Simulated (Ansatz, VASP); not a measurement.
# One calculation of Ti, two programs

```xyz
1
Lattice="0.0000 2.0560 2.0560 2.0560 0.0000 2.0560 2.0560 2.0560 0.0000" Properties=species:S:1:pos:R:3 pbc="T T T"
Ti    0.0000    0.0000    0.0000
```

Alike in both runs: task single point; functional PBE; k mesh 20 × 20 × 20; occupations gaussian, width 0.15 eV; no spin polarisation.

|  | VASP | Ansatz |
| --- | --- | --- |
| version | VASP 6.6.1 | Ansatz 0.2.0 |
| potentials or method | VASP PAW PBE potentials, release 64 (Ti_sv), cutoff 520 eV | scalar-relativistic, plane waves, PAW |
| valence electrons in the cell | 12 | 12 |

Ansatz gave:

| Item | Value |
| --- | --- |
| gap on the k mesh at the Fermi level (eV) | none |
| pressure (GPa) | 0.1 |

Problem. What did VASP give for the same quantities?

Solution. gap on the k mesh at the Fermi level (eV): none; pressure (GPa): -0.2.

A gap of «none» marks a metal or a gap that the smearing closes.
